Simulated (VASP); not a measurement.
# ZnO (zincite) (P6_3mc) in VASP: notebook

The runs below take ZnO (zincite) through single point, with PBEsol.

Program: VASP 6.6.1. These are calculated values, not measurements. Logs are shortened: lines on timing, memory, paths and dates and some standing lists are left out, and cuts for length are marked.

**What was measured.**

From “Electronic structure of alkaline earth and post-transition metal oxides”, 2009, arxiv:0908.1581, for a bulk crystal of ZnO: band gap 3.37 eV.

How close the calculation comes is told below.

## Step 1: The cell of the first run

Symmetry: P6_3mc, No. 186, hexagonal system. The conventional cell has a = 3.249 Å, b = 3.249 Å, c = 5.206 Å, α = 90.00°, β = 90.00°, γ = 120.00°. Within 2.6 Å of Zn (site symmetry 3m) lie 4 O at 1.97 to 1.98 Å. Within 2.6 Å of O (site symmetry 3m) lie 4 Zn at 1.97 to 1.98 Å.

## Step 2: Single point, PBEsol

File INCAR:

```
SYSTEM = ZnO
ALGO     = Normal         ! electronic algorithm
EDIFF    = 1E-6           ! SCF threshold, eV
ENCUT    = 520            ! plane-wave cutoff, eV
GGA      = PS             ! functional
ISIF     = 2              ! what is computed and relaxed
ISMEAR   = -1             ! smearing method
LASPH    = .True.         ! aspherical terms in the spheres
LCHARG   = .False.        ! write CHGCAR
LREAL    = .False.        ! projectors in reciprocal space
LWAVE    = .False.        ! write WAVECAR
NBANDS   = 26             ! bands
NELM     = 60             ! most SCF steps
PREC     = Accurate       ! precision mode
SIGMA    = 0.1            ! smearing width, eV
```

File KPOINTS:

```
k-points
0
Gamma
  6 6 4
  0 0 0
```

File POSCAR:

```
ZnO
1.0
    3.2493080000      0.0000000000      0.0000000000
   -1.6246540000      2.8139830000      0.0000000000
    0.0000000000      0.0000000000      5.2057090000
Zn O
2 2
Direct
    0.3333333333      0.6666666667      0.5000000000
    0.6666666667      0.3333333333      0.0000000000
    0.6666666667      0.3333333333      0.3790100000
    0.3333333333      0.6666666667      0.8790100000
```

Potentials or basis: VASP PAW PBE potentials, release 64 (Zn, O).

Run with:

```bash
cat potpaw_PBE.64/Zn/POTCAR potpaw_PBE.64/O/POTCAR > POTCAR
mpirun -np 1 vasp_std > vasp.out
```

OUTCAR:

```text
SYSTEM = ZnO
   EDIFF = 1E-6
   ENCUT = 520
   GGA = PS
   ISIF = 2
   ISMEAR = -1
   LASPH = .True.
   LREAL = .False.
   NELM = 60
   PREC = Accurate

 ion  position               nearest neighbor table
   1  0.333  0.667  0.500-   4 1.97   3 1.98   3 1.98   3 1.98
   2  0.667  0.333  0.000-   3 1.97   4 1.98   4 1.98   4 1.98
   3  0.667  0.333  0.379-   2 1.97   1 1.98   1 1.98   1 1.98
   4  0.333  0.667  0.879-   1 1.97   2 1.98   2 1.98   2 1.98

  LATTYP: Found a hexagonal cell.
 ALAT       =     3.2493080000
 C/A-ratio  =     1.6020977390

  Lattice vectors:

 A1 = (   3.2493080000,   0.0000000000,   0.0000000000)
 A2 = (  -1.6246540000,   2.8139830000,   0.0000000000)
 A3 = (   0.0000000000,   0.0000000000,   5.2057090000)

Analysis of symmetry for initial positions (statically):
=====================================================================
 Subroutine PRICEL returns:
 Original cell was already a primitive cell.

 Routine SETGRP: Setting up the symmetry group for a
 hexagonal supercell.

 Subroutine GETGRP returns: Found 12 space group operations
 (whereof  6 operations were pure point group operations)
 out of a pool of 24 trial point group operations.

The static configuration has the point symmetry C_3v.
 The point group associated with its full space group is C_6v.

Analysis of symmetry for dynamics (positions and initial velocities):
=====================================================================
 Subroutine PRICEL returns:
 Original cell was already a primitive cell.

 Routine SETGRP: Setting up the symmetry group for a
 hexagonal supercell.

 Subroutine GETGRP returns: Found 12 space group operations
 (whereof  6 operations were pure point group operations)
 out of a pool of 24 trial point group operations.

The dynamic configuration has the point symmetry C_3v.
 The point group associated with its full space group is C_6v.

 Subroutine INISYM returns: Found 12 space group operations
 (whereof  6 operations are pure point group operations),
 and found     1 'primitive' translations

----------------------------------------------------------------------------------------

                                     Primitive cell

  volume of cell :      47.5984

  direct lattice vectors                    reciprocal lattice vectors
     3.249308000  0.000000000  0.000000000     0.307757836  0.177684087  0.000000000
    -1.624654000  2.813983000  0.000000000     0.000000000  0.355368174  0.000000000
     0.000000000  0.000000000  5.205709000     0.000000000  0.000000000  0.192096792

  length of vectors
     3.249308000  3.249307764  5.205709000     0.355368148  0.355368174  0.192096792

  position of ions in fractional coordinates (direct lattice)
     0.333333333  0.666666667  0.500000000
     0.666666667  0.333333333  0.000000000
     0.666666667  0.333333333  0.379010000
     0.333333333  0.666666667  0.879010000

  ion indices of the primitive-cell ions
   primitive index   ion index
                 1           1
                 2           2
                 3           3
                 4           4

----------------------------------------------------------------------------------------

 KPOINTS: k-points

Automatic generation of k-mesh.
 Grid dimensions read from file:
 generate k-points for:    6    6    4

 Generating k-lattice:

  Cartesian coordinates                     Fractional coordinates (reciprocal lattice)
     0.051292973  0.029614014  0.000000000     0.166666667  0.000000000  0.000000000
     0.000000000  0.059228029  0.000000000     0.000000000  0.166666667  0.000000000
     0.000000000  0.000000000  0.048024198     0.000000000  0.000000000  0.250000000

  Length of vectors
     0.059228025  0.059228029  0.048024198

  Shift w.r.t. Gamma in fractional coordinates (k-lattice)
     0.000000000  0.000000000  0.000000000

 Subroutine IBZKPT returns following result:
 ===========================================

 Found     21 irreducible k-points:

 Following reciprocal coordinates:
            Coordinates               Weight
  0.000000  0.000000  0.000000      1.000000
  0.166667  0.000000  0.000000      6.000000
  0.333333  0.000000  0.000000      6.000000
  0.500000  0.000000  0.000000      3.000000
  0.166667  0.166667  0.000000      6.000000
  0.333333  0.166667  0.000000     12.000000
[... 13 lines left out ...]
  0.333333  0.166667  0.500000     12.000000
  0.333333  0.333333  0.500000      2.000000
   k-points           NKPTS =     21   k-points in BZ     NKDIM =     21   number of bands    NBANDS=     26
   number of dos      NEDOS =    301   number of ions     NIONS =      4
   total plane-waves  NPLWV =  23040
   dimension x,y,z NGX =    24 NGY =   24 NGZ =   40
   dimension x,y,z NGXF=    48 NGYF=   48 NGZF=   80
   ions per type =               2   2
   NGX,Y,Z   is equivalent  to a cutoff of  12.28, 12.28, 12.77 a.u.
   NGXF,Y,Z  is equivalent  to a cutoff of  24.56, 24.56, 25.55 a.u.
 SYSTEM =  ZnO
   PREC   = accura    normal or accurate (medium, high low for compatibility)
   ISTART =      0    job   : 0-new  1-cont  2-samecut
   ICHARG =      2    charge: 1-file 2-atom 10-const
   ISPIN  =      1    spin polarized calculation?
   LNONCOLLINEAR =      F non collinear calculations
   LSORBIT =      F    spin-orbit coupling
   LASPH  =      T    aspherical Exc in radial PAW
   ENCUT  =  520.0 eV  38.22 Ry    6.18 a.u.   6.04  6.04  9.68*2*pi/ulx,y,z
   NELM   =     60;   NELMIN=  2; NELMDL= -5     # of ELM steps
   EDIFF  = 0.1E-05   stopping-criterion for ELM
   LREAL  =      F    real-space projection
   EDIFFG = 0.1E-04   stopping-criterion for IOM
   NSW    =      0    number of steps for IOM
   IBRION =     -1    ionic relax: 0-MD 1-quasi-New 2-CG
   NFREE  =      0    steps in history (QN), initial steepest desc. (CG)
   ISIF   =      2    stress and relaxation
   ISYM   =      2    0-nonsym 1-usesym 2-fastsym
   POTIM  = 0.5000    time-step for ionic-motion
   TEBEG  =    0.0;   TEEND  =   0.0 temperature during run
   PSTRESS=    0.0 pullay stress
   NELECT =      36.0000    total number of electrons
   NUPDOWN=      -1.0000    fix difference up-down
   EMIN   =  10.00;   EMAX   =-10.00  energy-range for DOS
   EFERMI =   0.00;   METHOD = LEGACY
   ISMEAR =    -1;   SIGMA  =   0.10  broadening in eV -4-tet -1-fermi 0-gaus
   EFERMI_NEDOS =   21; number of points for ismear=-14 and -15
   IALGO  =     38    algorithm
   IMIX   =      4    mixing-type and parameters
     AMIX     =   0.40;   BMIX     =  1.00
     AMIX_MAG =   1.60;   BMIX_MAG =  1.00
  volume/ion in A,a.u.               =      11.90        80.30
  Fermi-wavevector in a.u.,A,eV,Ry     =   1.491574  2.818667 30.270162  2.224794
  Thomas-Fermi vector in A             =   2.604212
   LORBIT       =      0    0 simple, 1 ext, 2 COOP (PROOUT), +10 PAW based schemes
   GGA     = PS    functional components
   LHFCALC =     F    Hartree Fock is set to
   AEXX    =    0.0000 exact exchange contribution
   IVDW    =     0    specifies the selected vdW correction
   LEPSILON=     F    determine dielectric tensor
   LRPA    =     F    only Hartree local field effects (RPA)
 non-spin polarized calculation
  energy-cutoff  :      520.00
  volume of cell :       47.60
 maximum number of plane-waves:      1302
   NGX = 13   NGY = 13   NGZ = 19

 number of electron      36.0000017 magnetization

 Free energy of the ion-electron system (eV)
  ---------------------------------------------------
  ext. energy  EPLUGINS =         0.00000000
  ---------------------------------------------------
  free energy    TOTEN  =       -19.40823718 eV

  energy without entropy =      -19.40717547  energy(sigma->0) =      -19.40770633

 E-fermi :   1.4810     XC(G=0): -11.1852

 val. band max:        1.0473272046   @ k =   0.0000   0.0000   0.0000
 cond. band min:       1.7323096713   @ k =   0.0000   0.0000   0.0000
 fundamental gap:      0.6849824667
 Fermi energy:         1.4809625738

 k-point     1 :       0.0000    0.0000    0.0000
  band No.  band energies     occupation
      1     -16.9907      2.00000
      2     -16.2391      2.00000
      3      -4.6586      2.00000
      4      -4.6586      2.00000
      5      -4.6583      2.00000
      6      -4.6193      2.00000
[... 18 lines left out ...]
     25      15.0525      0.00000
     26      15.0525      0.00000

 k-point     2 :       0.1667    0.0000    0.0000
  band No.  band energies     occupation
      1     -16.8414      2.00000
      2     -16.1765      2.00000
      3      -4.8223      2.00000
      4      -4.5780      2.00000
      5      -4.5571      2.00000
      6      -4.4998      2.00000
[... 18 lines left out ...]
     25      15.0288      0.00000
     26      15.2490      0.00000

 k-point     3 :       0.3333    0.0000    0.0000
  band No.  band energies     occupation
      1     -16.5041      2.00000
      2     -16.0729      2.00000
      3      -4.9918      2.00000
      4      -4.6264      2.00000
      5      -4.4490      2.00000
      6      -4.2657      2.00000
[... 18 lines left out ...]
     25      14.3113      0.00000
     26      14.9945      0.00000

 k-point     4 :       0.5000    0.0000    0.0000
  band No.  band energies     occupation
      1     -16.2891      2.00000
      2     -16.0587      2.00000
      3      -4.9128      2.00000
      4      -4.7346      2.00000
      5      -4.4074      2.00000
      6      -4.0535      2.00000
[... 18 lines left out ...]
     25      14.1000      0.00000
     26      15.1436      0.00000
[... 409 lines left out ...]
      1     -16.3432      2.00000
      2     -16.3432      2.00000
      3      -5.0338      2.00000
      4      -5.0338      2.00000
      5      -4.4439      2.00000
      6      -4.4439      2.00000
[... 18 lines left out ...]
     25      14.3625      0.00000
     26      14.3625      0.00000

 k-point    20 :       0.3333    0.1667    0.5000
  band No.  band energies     occupation
      1     -16.1664      2.00000
      2     -16.1664      2.00000
      3      -4.9779      2.00000
      4      -4.9779      2.00000
      5      -4.3227      2.00000
      6      -4.3227      2.00000
[... 18 lines left out ...]
     25      15.1234      0.00000
     26      15.1234      0.00000

 k-point    21 :       0.3333    0.3333    0.5000
  band No.  band energies     occupation
      1     -16.1083      2.00000
      2     -16.1083      2.00000
      3      -4.7304      2.00000
      4      -4.7304      2.00000
      5      -4.4670      2.00000
      6      -4.4670      2.00000
[... 18 lines left out ...]
     25      16.5922      0.00000
     26      16.5922      0.00000

------------------------ aborting loop because EDIFF is reached ----------------------------------------

  FORCE on cell =-STRESS in cart. coord.  units (eV):
  Direction    XX          YY          ZZ          XY          YZ          ZX
  --------------------------------------------------------------------------------------
  -------------------------------------------------------------------------------------
  Total       -0.3131787     -0.3131787      0.1924466      0.0000000      0.0000000      0.0000000
  in kB      -10.5416982    -10.5416962      6.4778171      0.0000000      0.0000000      0.0000000
  external PRESSURE =      -4.8685258 kB  Pullay stress =       0.0000000 kB

 VOLUME and BASIS-vectors are now :
 -----------------------------------------------------------------------------
  energy-cutoff  :      520.00
  volume of cell :       47.60
      direct lattice vectors                 reciprocal lattice vectors
     3.249308000  0.000000000  0.000000000     0.307757836  0.177684087  0.000000000
    -1.624654000  2.813983000  0.000000000     0.000000000  0.355368174  0.000000000
     0.000000000  0.000000000  5.205709000     0.000000000  0.000000000  0.192096792

 POSITION                                       TOTAL-FORCE (eV/Angst)
 -----------------------------------------------------------------------------------
     -0.00000      1.87599      2.60285         0.000000     -0.000000     -0.065217
      1.62465      0.93799      0.00000        -0.000000      0.000000     -0.065217
      1.62465      0.93799      1.97302         0.000000      0.000000      0.065217
     -0.00000      1.87599      4.57587         0.000000      0.000000      0.065217
 -----------------------------------------------------------------------------------
    total drift:                               -0.000000     -0.000000     -0.000675

  FREE ENERGIE OF THE ION-ELECTRON SYSTEM (eV)
  ---------------------------------------------------
  free  energy   TOTEN  =       -19.4082371769 eV

  energy  without entropy=      -19.4071754742  energy(sigma->0) =      -19.40770633
```

It took 22 s on 1 thread of Intel Xeon Platinum 8259CL at 2.50GHz (Skylake/Cascade Lake), shared host; peak memory 0.16 GiB.

What came out:

| Property | Result |
| --- | --- |
| Free energy | -19.4082 eV |
| Pressure | -0.5 GPa |
| Largest force | 0.065 eV/Å |
| Band gap on the k mesh | 0.69 eV, direct |

Forces in eV/Å, atoms in the order of the input:
```
Zn   0.000  0.000 -0.065
Zn   0.000  0.000 -0.065
O    0.000  0.000  0.065
O    0.000  0.000  0.065
```

Caveat: the PAW data sets were made with another functional, which shifts forces and pressure a little.

## Step 3: Single point, PBEsol

File INCAR:

```
ALGO = Normal
EDIFF = 1E-6
ENCUT = 520
GGA = PS
ISIF = 2
ISMEAR = -1
LASPH = T
LCHARG = F
LREAL = F
LWAVE = F
NBANDS = 26
NELM = 60
PREC = Accurate
SIGMA = 0.1
```

File KPOINTS:

```
k-points
0
Gamma
  8 8 5
```

POSCAR is that of step 2.

Potentials or basis: VASP PAW PBE potentials, release 64 (Zn, O).

Run with:

```bash
cat potpaw_PBE.64/Zn/POTCAR potpaw_PBE.64/O/POTCAR > POTCAR
mpirun -np 1 vasp_std > vasp.out
```

Wall time 24 s (1 thread of Intel Xeon Platinum 8259CL at 2.50GHz (Skylake/Cascade Lake), shared host); peak memory 0.17 GiB.

The run converged. Its results:

| Item | Value |
| --- | --- |
| Free energy | -19.4102 eV |
| Pressure | -0.6 GPa |
| Largest force | 0.065 eV/Å |
| Band gap on the k mesh | 0.69 eV, direct |

Forces in eV/Å, atoms in the order of the input:
```
Zn   0.000  0.000 -0.065
Zn   0.000  0.000 -0.065
O    0.000  0.000  0.065
O    0.000  0.000  0.065
```

Stress tensor (GPa, compression positive):
```
-1.17  0.00  0.00
 0.00 -1.17  0.00
 0.00  0.00  0.55
```

Levels at points of the mesh, in eV from the valence-band top:
```csv
k point,band 16,band 17,band 18,band 19,band 20,band 21
"(0.00, 0.00, 0.00)",-0.07,0.00,0.00,0.69,5.10,8.14
"(0.50, 0.00, 0.00)",-2.30,-1.30,-0.83,5.68,6.70,7.47
```

Caveat: the PAW data sets were made with another functional, which shifts forces and pressure a little.

## Step 4: Single point, PBEsol

File INCAR:

```
SYSTEM = ZnO
PREC     = Accurate       ! precision mode
ENCUT    = 520            ! plane-wave cutoff, eV
EDIFF    = 1E-6           ! SCF threshold, eV
ISMEAR   = -1             ! smearing method
SIGMA    = 0.1            ! smearing width, eV
LREAL    = .FALSE.        ! projectors in reciprocal space
LASPH    = .TRUE.         ! aspherical terms in the spheres
NELM     = 100            ! most SCF steps
ALGO     = Normal         ! electronic algorithm
ISIF     = 2              ! what is computed and relaxed
LWAVE    = .FALSE.        ! write WAVECAR
LCHARG   = .FALSE.        ! write CHGCAR
GGA      = PS             ! functional
NBANDS   = 26             ! bands
```

File KPOINTS:

```
regular mesh
0
G
  10 10 6
  0 0 0
```

POSCAR is that of step 3.

Run with:

```bash
cat potpaw_PBE.64/Zn/POTCAR potpaw_PBE.64/O/POTCAR > POTCAR
mpirun -np 1 vasp_std > vasp.out
```

Run time: 43 s. Hardware: 1 thread of Intel Xeon Platinum 8259CL at 2.50GHz (Skylake/Cascade Lake), shared host; peak memory 0.19 GiB.

The run converged. Its results:

```yaml
Free_energy: -19.4106 eV
Pressure: -0.5 GPa
Largest_force: 0.065 eV/Å
Band_gap_on_the_k_mesh: 0.69 eV, direct
```

Forces on the atoms (eV/Å):
```
Zn   0.000  0.000 -0.065
Zn   0.000  0.000 -0.065
O    0.000  0.000  0.065
O    0.000  0.000  0.065
```

Stress tensor (GPa, compression positive):
```
-1.08  0.00  0.00
 0.00 -1.08  0.00
 0.00  0.00  0.65
```

Levels at points of the mesh, in eV from the valence-band top:
| k point | band 16 | band 17 | band 18 | band 19 | band 20 | band 21 |
| --- | --- | --- | --- | --- | --- | --- |
| (0.00, 0.00, 0.00) | -0.07 | 0.00 | 0.00 | 0.69 | 5.10 | 8.14 |
| (0.50, 0.00, 0.00) | -2.30 | -1.30 | -0.83 | 5.68 | 6.70 | 7.47 |
| (0.00, 0.00, 0.50) | -0.40 | -0.40 | -0.40 | 3.37 | 3.37 | 9.98 |
| (0.50, 0.00, 0.50) | -1.52 | -1.37 | -1.37 | 5.58 | 5.58 | 8.34 |

Caveat: the PAW data sets were made with another functional, which shifts forces and pressure a little.

## Step 5: The runs side by side

```csv
k mesh,gap on the mesh (eV),pressure (GPa),largest force (eV/Å)
6 × 6 × 4,0.69,-0.5,0.07
8 × 8 × 5,0.69,-0.6,0.07
10 × 10 × 6,0.69,-0.5,0.07
```

Alike in all rows: task single point; level PBEsol; potentials or basis VASP PAW PBE potentials, release 64 (Zn, O); no spin polarisation; cell as given; cutoff (eV) 520; smearing fermi-dirac 0.1 eV.

On the cell as given the gap runs from 0.69 eV (PBEsol) to 0.69 eV (PBEsol); the meshes differ, which moves gaps too.

Caveats: the PAW data sets were made with another functional, which shifts forces and pressure a little.

Total energies depend on the potentials used, so only differences within one code and one set of settings carry meaning.

## Step 6: How close it comes

Step 2. Against the measured gap of ZnO, 3.37 eV (quoted in “Electronic structure of alkaline earth and post-transition metal oxides”, 2009, arxiv:0908.1581), the calculated 0.69 eV is off by -2.69 eV. So large a miss can be the level of theory's own, or it may mean another phase, state or a wrong row. The value is that of PBEsol, without temperature or zero-point motion. Semilocal functionals fall short of measured gaps as a rule.

Step 3. Against the measured gap of ZnO, 3.37 eV (quoted in “Electronic structure of alkaline earth and post-transition metal oxides”, 2009, arxiv:0908.1581), the calculated 0.69 eV is off by -2.69 eV. So large a miss can be the level of theory's own, or it may mean another phase, state or a wrong row. The value is that of PBEsol, without temperature or zero-point motion. Semilocal functionals fall short of measured gaps as a rule.

Step 4. Measured gap of ZnO: 3.37 eV (quoted in “Electronic structure of alkaline earth and post-transition metal oxides”, 2009, arxiv:0908.1581). This calculation gives 0.69 eV (-2.68 eV). So large a miss can be the level of theory's own, or it may mean another phase, state or a wrong row. The value is that of PBEsol, without temperature or zero-point motion. Semilocal functionals fall short of measured gaps as a rule.
